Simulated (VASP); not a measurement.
A run of VASP 6.6.1 is set up as follows.

INCAR

```
ALGO = Normal
EDIFF = 1E-6
ENCUT = 500
GGA = PE
GGA_COMPAT = False
ISIF = 2
ISMEAR = 0
LASPH = True
LCHARG = False
LREAL = False
LWAVE = False
NBANDS = 8
NELM = 120
PREC = Accurate
SIGMA = 0.1
```

The input KPOINTS:

```
k-points
0
Gamma
  8 8 8
```

Contents of POSCAR:

```
P
1.0
   -1.6754286022      1.6754286022      1.6754286022
    1.6754286022     -1.6754286022      1.6754286022
    1.6754286022      1.6754286022     -1.6754286022
P
1
Direct
    0.0000000000      0.0000000000      0.0000000000
```

Potentials or basis: VASP PAW PBE potentials, release 64 (P).

Command:

```console
$ cat potpaw_PBE.64/P/POTCAR > POTCAR
$ mpirun -np 1 vasp_std > vasp.out
```

What does it give for the pressure?

-16.1 GPa.

Caveat: the cell differs from its parent crystal (Bi replaced by P, lengths x 0.834, strained).
